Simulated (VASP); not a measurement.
# Cs (Fm-3m) in VASP: further runs

The runs below take Cs through single point, relaxation of cell and atoms, with PBEsol.

Program: VASP 6.6.1. These are calculated values, not measurements. Logs are shortened: lines on timing, memory, paths and dates and some standing lists are left out, and cuts for length are marked.

### Step 1. The cell of the first run

Symmetry: Fm-3m, No. 225, cubic system. The conventional cell has a = 6.117 Å, b = 6.117 Å, c = 6.117 Å, α = 90.00°, β = 90.00°, γ = 90.00°. Within 5.7 Å of Cs (site symmetry m-3m) lie 12 Cs at 4.33 Å.

### Step 2. Single point, PBEsol

The input, INCAR:

```
PREC = Accurate ; ENCUT = 520
EDIFF = 1E-7 ; ISMEAR = -1
SIGMA = 0.05 ; LREAL = False
LASPH = True ; NELM = 60
ALGO = Normal ; ISIF = 2
LWAVE = False ; LCHARG = False
GGA = PS ; NBANDS = 10
```

The input, KPOINTS:

```
regular mesh
0
Gamma
  11 11 11
```

The input, POSCAR:

```
Cs
1.0
    0.0000000000      3.0584292922      3.0584292922
    3.0584292922      0.0000000000      3.0584292922
    3.0584292922      3.0584292922      0.0000000000
Cs
1
Direct
    0.0000000000      0.0000000000      0.0000000000
```

Potentials or basis: VASP PAW PBE potentials, release 64 (Cs_sv).

Run with:

```sh
$ cat potpaw_PBE.64/Cs_sv/POTCAR > POTCAR
$ mpirun -np 1 vasp_std > vasp.out
```

OUTCAR:

```text
PREC = Accurate
   ENCUT = 520
   EDIFF = 1E-7
   ISMEAR = -1
   LREAL = False
   LASPH = True
   NELM = 60
   ISIF = 2
   GGA = PS

 ion  position               nearest neighbor table
   1  0.000  0.000  0.000-

  LATTYP: Found a face centered cubic cell.
 ALAT       =     6.1168585844

  Lattice vectors:

 A1 = (   0.0000000000,   3.0584292922,   3.0584292922)
 A2 = (   3.0584292922,   0.0000000000,   3.0584292922)
 A3 = (   3.0584292922,   3.0584292922,   0.0000000000)

Analysis of symmetry for initial positions (statically):
=====================================================================
 Subroutine PRICEL returns:
 Original cell was already a primitive cell.

 Routine SETGRP: Setting up the symmetry group for a
 face centered cubic supercell.

 Subroutine GETGRP returns: Found 48 space group operations
 (whereof 48 operations were pure point group operations)
 out of a pool of 48 trial point group operations.

The static configuration has the point symmetry O_h .

Analysis of symmetry for dynamics (positions and initial velocities):
=====================================================================
 Subroutine PRICEL returns:
 Original cell was already a primitive cell.

 Routine SETGRP: Setting up the symmetry group for a
 face centered cubic supercell.

 Subroutine GETGRP returns: Found 48 space group operations
 (whereof 48 operations were pure point group operations)
 out of a pool of 48 trial point group operations.

The dynamic configuration has the point symmetry O_h .

 Subroutine INISYM returns: Found 48 space group operations
 (whereof 48 operations are pure point group operations),
 and found     1 'primitive' translations

----------------------------------------------------------------------------------------

                                     Primitive cell

  volume of cell :      57.2170

  direct lattice vectors                    reciprocal lattice vectors
     0.000000000  3.058429292  3.058429292    -0.163482609  0.163482609  0.163482609
     3.058429292  0.000000000  3.058429292     0.163482609 -0.163482609  0.163482609
     3.058429292  3.058429292  0.000000000     0.163482609  0.163482609 -0.163482609

  length of vectors
     4.325272185  4.325272185  4.325272185     0.283160185  0.283160185  0.283160185

[... 72 lines left out ...]
   ISPIN  =      1    spin polarized calculation?
   LNONCOLLINEAR =      F non collinear calculations
   LSORBIT =      F    spin-orbit coupling
   LASPH  =      T    aspherical Exc in radial PAW
   ENCUT  =  520.0 eV  38.22 Ry    6.18 a.u.   8.04  8.04  8.04*2*pi/ulx,y,z
   NELM   =     60;   NELMIN=  2; NELMDL= -5     # of ELM steps
   EDIFF  = 0.1E-06   stopping-criterion for ELM
   LREAL  =      F    real-space projection
   EDIFFG = 0.1E-05   stopping-criterion for IOM
   NSW    =      0    number of steps for IOM
   IBRION =     -1    ionic relax: 0-MD 1-quasi-New 2-CG
   NFREE  =      0    steps in history (QN), initial steepest desc. (CG)
   ISIF   =      2    stress and relaxation
   ISYM   =      2    0-nonsym 1-usesym 2-fastsym
   POTIM  = 0.5000    time-step for ionic-motion
   TEBEG  =    0.0;   TEEND  =   0.0 temperature during run
   PSTRESS=    0.0 pullay stress
   NELECT =       9.0000    total number of electrons
   NUPDOWN=      -1.0000    fix difference up-down
   EMIN   =  10.00;   EMAX   =-10.00  energy-range for DOS
   EFERMI =   0.00;   METHOD = LEGACY
   ISMEAR =    -1;   SIGMA  =   0.05  broadening in eV -4-tet -1-fermi 0-gaus
   EFERMI_NEDOS =   21; number of points for ismear=-14 and -15
   IALGO  =     38    algorithm
   IMIX   =      4    mixing-type and parameters
     AMIX     =   0.40;   BMIX     =  1.00
     AMIX_MAG =   1.60;   BMIX_MAG =  1.00
  volume/ion in A,a.u.               =      57.22       386.12
  Fermi-wavevector in a.u.,A,eV,Ry     =   0.883718  1.669986 10.625581  0.780958
  Thomas-Fermi vector in A             =   2.004522
   LORBIT       =      0    0 simple, 1 ext, 2 COOP (PROOUT), +10 PAW based schemes
   GGA     = PS    functional components
   LHFCALC =     F    Hartree Fock is set to
   AEXX    =    0.0000 exact exchange contribution
   IVDW    =     0    specifies the selected vdW correction
   LEPSILON=     F    determine dielectric tensor
   LRPA    =     F    only Hartree local field effects (RPA)
 non-spin polarized calculation
  energy-cutoff  :      520.00
  volume of cell :       57.22
 maximum number of plane-waves:      1558
   NGX = 17   NGY = 17   NGZ = 17

 number of electron       9.0000000 magnetization

 Free energy of the ion-electron system (eV)
  ---------------------------------------------------
  ext. energy  EPLUGINS =         0.00000000
  ---------------------------------------------------
  free energy    TOTEN  =        -0.60994342 eV

  energy without entropy =       -0.59665334  energy(sigma->0) =       -0.60329838

 E-fermi :   2.7550     XC(G=0):  -7.6795

 val. band max:        2.7391447986   @ k =   0.4545   0.2727   0.0000
 cond. band min:       2.7880061378   @ k =  -0.4545   0.3636   0.0909
 fundamental gap:      0.0488613392
 Fermi energy:         2.7550193565

 k-point     1 :       0.0000    0.0000    0.0000
  band No.  band energies     occupation
      1     -20.9983      2.00000
      2      -7.2778      2.00000
      3      -7.2778      2.00000
      4      -7.2778      2.00000
      5       0.5764      2.00000
      6       5.5347      0.00000
      7       5.5347      0.00000
      8       5.5347      0.00000
      9       7.6395      0.00000
     10       7.6395      0.00000
[... 287 lines left out ...]
 k-point    24 :      -0.1818    0.1818    0.0000
  band No.  band energies     occupation
      1     -20.9146      2.00000
      2      -7.9339      2.00000
      3      -7.5444      2.00000
      4      -7.3443      2.00000
      5       2.2371      1.99994
      6       4.3880      0.00000
      7       5.0917      0.00000
      8       6.2177      0.00000
      9       6.4151      0.00000
     10       8.6480      0.00000

 [... further k-points ...]
[... 5 lines left out ...]
  --------------------------------------------------------------------------------------
  -------------------------------------------------------------------------------------
  Total        1.0346933      1.0346933      1.0346933     -0.0000000     -0.0000000      0.0000000
  in kB       28.9732278     28.9732278     28.9732278     -0.0000000     -0.0000000      0.0000000
  external PRESSURE =      28.9732278 kB  Pullay stress =       0.0000000 kB

 VOLUME and BASIS-vectors are now :
 -----------------------------------------------------------------------------
  energy-cutoff  :      520.00
  volume of cell :       57.22
      direct lattice vectors                 reciprocal lattice vectors
     0.000000000  3.058429292  3.058429292    -0.163482609  0.163482609  0.163482609
     3.058429292  0.000000000  3.058429292     0.163482609 -0.163482609  0.163482609
     3.058429292  3.058429292  0.000000000     0.163482609  0.163482609 -0.163482609

 POSITION                                       TOTAL-FORCE (eV/Angst)
 -----------------------------------------------------------------------------------
      0.00000      0.00000      0.00000         0.000000     -0.000000     -0.000000
 -----------------------------------------------------------------------------------
    total drift:                                0.000000      0.000000      0.000000

  FREE ENERGIE OF THE ION-ELECTRON SYSTEM (eV)
  ---------------------------------------------------
  free  energy   TOTEN  =        -0.6099434151 eV

  energy  without entropy=       -0.5966533366  energy(sigma->0) =       -0.60329838
```

OSZICAR:

```text
N       E                     dE             d eps       ncg     rms          rms(c)
DAV:   1     0.449655481223E+02    0.44966E+02   -0.35502E+03  1120   0.695E+02
DAV:   2     0.249142167390E+01   -0.42474E+02   -0.41160E+02  1400   0.115E+02
DAV:   3    -0.605590995162E+00   -0.30970E+01   -0.30929E+01  1310   0.344E+01
DAV:   4    -0.629449971127E+00   -0.23859E-01   -0.23856E-01  1348   0.352E+00
DAV:   5    -0.629538963466E+00   -0.88992E-04   -0.88991E-04  1336   0.216E-01    0.483E-01
DAV:   6    -0.614910283448E+00    0.14629E-01   -0.18152E-02  1282   0.633E-01    0.248E-01
DAV:   7    -0.609961148847E+00    0.49491E-02   -0.18006E-02  1222   0.634E-01    0.901E-02
DAV:   8    -0.609944870329E+00    0.16279E-04   -0.17816E-04  1296   0.104E-01    0.812E-03
DAV:   9    -0.609944628491E+00    0.24184E-06   -0.10839E-06  1324   0.791E-03    0.563E-03
DAV:  10    -0.609943178475E+00    0.14500E-05   -0.11857E-06  1256   0.784E-03    0.102E-03
DAV:  11    -0.609943359057E+00   -0.18058E-06   -0.47107E-08   746   0.122E-03    0.461E-04
DAV:  12    -0.609943415068E+00   -0.56010E-07   -0.34947E-09   656   0.468E-04
   1 F= -.60994342E+00 E0= -.60329838E+00  d E =-.132901E-01
```

stdout:

```text
POSCAR found type information on POSCAR Cs
 POSCAR found :  1 types and       1 ions
 scaLAPACK will be used
 -----------------------------------------------------------------------------
|                                                                             |
|                                                                             |
|     You enforced a specific xc type in the INCAR file but a different       |
|     I HOPE YOU KNOW WHAT YOU ARE DOING!                                     |
|                                                                             |
 -----------------------------------------------------------------------------

 LDA part: xc-table for (Slater+PW92), standard interpolation
 POSCAR, INCAR and KPOINTS ok, starting setup
 FFT: planning ... GRIDC
 FFT: planning ... GRID_SOFT
 FFT: planning ... GRID
 WAVECAR not read
 entering main loop
```

Wall time 37 s (1 thread of AMD EPYC 7R13, shared host); peak memory 0.16 GiB.

Results:

```yaml
Free_energy: -0.6099 eV
Pressure: 2.9 GPa
```

Levels at points of the mesh, in eV from the Fermi level:
| k point | band 1 | band 2 | band 3 | band 4 | band 5 | band 6 | band 7 | band 8 | band 9 | band 10 |
| --- | --- | --- | --- | --- | --- | --- | --- | --- | --- | --- |
| (0.00, 0.00, 0.00) | -23.75 | -10.03 | -10.03 | -10.03 | -2.18 | 2.78 | 2.78 | 2.78 | 4.88 | 4.88 |

Caveat: the PAW data sets were made with another functional, which shifts forces and pressure a little; spin-orbit coupling is left out, which moves the levels of the heavy elements.

### Step 3. Single point, PBEsol

This run uses another cell than the first one, of 110.45 Å³/atom, 1.930 times its volume.

The input, INCAR:

```
SYSTEM = Cs
PREC = Accurate
ENCUT = 520
EDIFF = 1E-7
ISMEAR = -1
SIGMA = 0.05
LREAL = .False.
LASPH = .True.
NELM = 100
ALGO = Normal
ISIF = 2
LWAVE = .False.
LCHARG = .True.
GGA = PS
LELF = .True.
LVHAR = .True.
NBANDS = 10
```

The input, KPOINTS:

```
regular mesh
0
Gamma
  9 9 9
  0 0 0
```

The input, POSCAR:

```
Cs
1.0
    0.0000000000      3.8081082638      3.8081082638
    3.8081082638      0.0000000000      3.8081082638
    3.8081082638      3.8081082638      0.0000000000
Cs
1
Direct
    0.0000000000      0.0000000000      0.0000000000
```

Potentials or basis: VASP PAW PBE potentials, release 64 (Cs_sv).

Run with:

```sh
$ cat potpaw_PBE.64/Cs_sv/POTCAR > POTCAR
$ mpirun -np 1 vasp_std > vasp.out
```

Wall time 56 s (1 thread of AMD EPYC 7R13, shared host); peak memory 0.21 GiB.

Results (log left out):

| Item | Value |
| --- | --- |
| Free energy | -0.9490 eV |
| Pressure | 0.0 GPa |

Levels at points of the mesh, in eV from the Fermi level:
| k point | band 2 | band 3 | band 4 | band 5 | band 6 | band 7 | band 8 | band 9 |
| --- | --- | --- | --- | --- | --- | --- | --- | --- |
| (0.00, 0.00, 0.00) | -10.56 | -10.56 | -10.56 | -1.75 | 2.45 | 2.45 | 2.45 | 3.59 |

Caveat: the PAW data sets were made with another functional, which shifts forces and pressure a little; spin-orbit coupling is left out, which moves the levels of the heavy elements.

### Step 4. Relaxation of cell and atoms, PBEsol, target pressure 2.9 GPa, at which the enthalpy is minimised

This run uses another cell than the first one, of 56.88 Å³/atom, 0.994 times its volume.

The input, INCAR:

```
SYSTEM = Cs
PREC = Accurate
ENCUT = 600
EDIFF = 1E-6
ISMEAR = -1
SIGMA = 0.05
LREAL = .FALSE.
LASPH = .TRUE.
NELM = 80
ALGO = Normal
ISIF = 3
LWAVE = .FALSE.
LCHARG = .FALSE.
GGA = PS
IBRION = 2
NSW = 60
EDIFFG = -0.005
PSTRESS = 29.0
```

The input, KPOINTS:

```
regular mesh
0
G
  11 11 11
  0 0 0
```

The input, POSCAR:

```
Cs
1.0
    0.0000000000      3.0524251965      3.0524251965
    3.0524251965      0.0000000000      3.0524251965
    3.0524251965      3.0524251965      0.0000000000
Cs
1
Direct
    0.0000000000      0.0000000000      0.0000000000
```

Run with:

```sh
$ cat potpaw_PBE.64/Cs_sv/POTCAR > POTCAR
$ mpirun -np 1 vasp_std > vasp.out
```

Run time: 76 s. Hardware: 1 thread of AMD EPYC 7R13, shared host; peak memory 0.19 GiB.

Results (log left out):

```
Free energy                                            : -0.6100 eV
Relaxed volume                                         : 57.22 Å³/atom
Relaxed cell                                           : a = 4.325 Å, b = 4.325 Å, c = 4.325 Å, α = 60.00°, β = 60.00°, γ = 60.00°
Space group after relaxing (to 0.05 Å)                 : Fm-3m (No. 225)
Energy change on relaxing (the enthalpy is what falls) : -6.2 meV/atom
Ionic steps                                            : 3
Pressure after relaxing                                : 2.9 GPa
```

Step by step:
| step | energy change (eV) | largest force (eV/Å) | pressure (GPa) | volume (Å³) |
| --- | --- | --- | --- | --- |
| 1 | 0.0000 | 0.0000 | 2.95 | 56.88 |
| 2 | -0.0026 | 0.0000 | 2.93 | 57.02 |
| 3 | -0.0062 | 0.0000 | 2.90 | 57.22 |

Final structure:
```xyz
1
Lattice="0.0000 3.0585 3.0585 3.0585 0.0000 3.0585 3.0585 3.0585 0.0000" Properties=species:S:1:pos:R:3 pbc="T T T"
Cs    0.0000    0.0000    0.0000
```

Levels at points of the mesh, in eV from the Fermi level:
| k point | band 3 | band 4 | band 5 | band 6 | band 7 | band 8 |
| --- | --- | --- | --- | --- | --- | --- |
| (0.00, 0.00, 0.00) | -10.03 | -10.03 | -2.18 | 2.78 | 2.78 | 2.78 |

Caveat: the cell is relaxed towards a set pressure, so the enthalpy falls and the energy may rise; the PAW data sets were made with another functional, which shifts forces and pressure a little; spin-orbit coupling is left out, which moves the levels of the heavy elements.

### Step 5. Relaxation of cell and atoms, PBEsol, target pressure 2.9 GPa, at which the enthalpy is minimised

The input, INCAR:

```
PREC = Accurate
ENCUT = 600
EDIFF = 1E-6
ISMEAR = -1
SIGMA = 0.05
LREAL = F
LASPH = T
NELM = 80
ALGO = Normal
ISIF = 3
LWAVE = F
LCHARG = F
GGA = PS
IBRION = 2
NSW = 32
EDIFFG = -0.005
PSTRESS = 29.0
```

The input, KPOINTS:

```
regular mesh
0
Gamma
  11 11 11
```

The input, POSCAR:

```
Cs
1.0
    0.0000000000      3.0584292922      3.0584292922
    3.0584292922      0.0000000000      3.0584292922
    3.0584292922      3.0584292922      0.0000000000
Cs
1
Direct
    0.0000000000      0.0000000000      0.0000000000
```

Run with:

```sh
$ cat potpaw_PBE.64/Cs_sv/POTCAR > POTCAR
$ mpirun -np 1 vasp_std > vasp.out
```

Wall time 34 s (1 thread of AMD EPYC 7R13, shared host); peak memory 0.18 GiB.

It converged, with:

```
Free energy             : -0.6100 eV
Pressure after relaxing : 2.9 GPa
```

Final structure:
```
Cs
1.0
     0.00000    3.05843    3.05843
     3.05843    0.00000    3.05843
     3.05843    3.05843    0.00000
Cs
1
Direct
  0.00000 0.00000 0.00000
```

Levels at points of the mesh, in eV from the Fermi level:
```
           k point  band 1  band 2  band 3  band 4  band 5  band 6  band 7  band 8
(0.00, 0.00, 0.00)  -23.75  -10.03  -10.03  -10.03   -2.18    2.78    2.78    2.78
```

Caveat: the relaxation stopped at its first step, so nothing moved; the cell is relaxed towards a set pressure, so the enthalpy falls and the energy may rise; the PAW data sets were made with another functional, which shifts forces and pressure a little; spin-orbit coupling is left out, which moves the levels of the heavy elements.

### Step 6. Summary

| task | cell | k mesh | cutoff (eV) | gap on the mesh (eV) | pressure (GPa) |
| --- | --- | --- | --- | --- | --- |
| single point | a = 4.325 Å, angles 60.0°, 1 atom | 11 × 11 × 11 | 520 | none | 2.9 |
| single point | a = 5.385 Å, angles 60.0°, 1 atom | 9 × 9 × 9 | 520 | none | 0.0 |
| relaxation of cell and atoms | relaxed to 2.9 GPa from a = 4.317 Å, angles 60.0°, 1 atom | 11 × 11 × 11 | 600 | none | 2.9 |
| relaxation of cell and atoms | relaxed to 2.9 GPa from a = 4.325 Å, angles 60.0°, 1 atom | 11 × 11 × 11 | 600 | none | 2.9 |

Alike in all rows: level PBEsol; potentials or basis VASP PAW PBE potentials, release 64 (Cs_sv); no spin polarisation; smearing fermi-dirac 0.05 eV.

Caveats: the PAW data sets were made with another functional, which shifts forces and pressure a little; spin-orbit coupling is left out, which moves the levels of the heavy elements; the cell is relaxed towards a set pressure, so the enthalpy falls and the energy may rise (some runs); the relaxation stopped at its first step, so nothing moved (some runs).

Absolute energies hang on the potentials; compare differences alone.
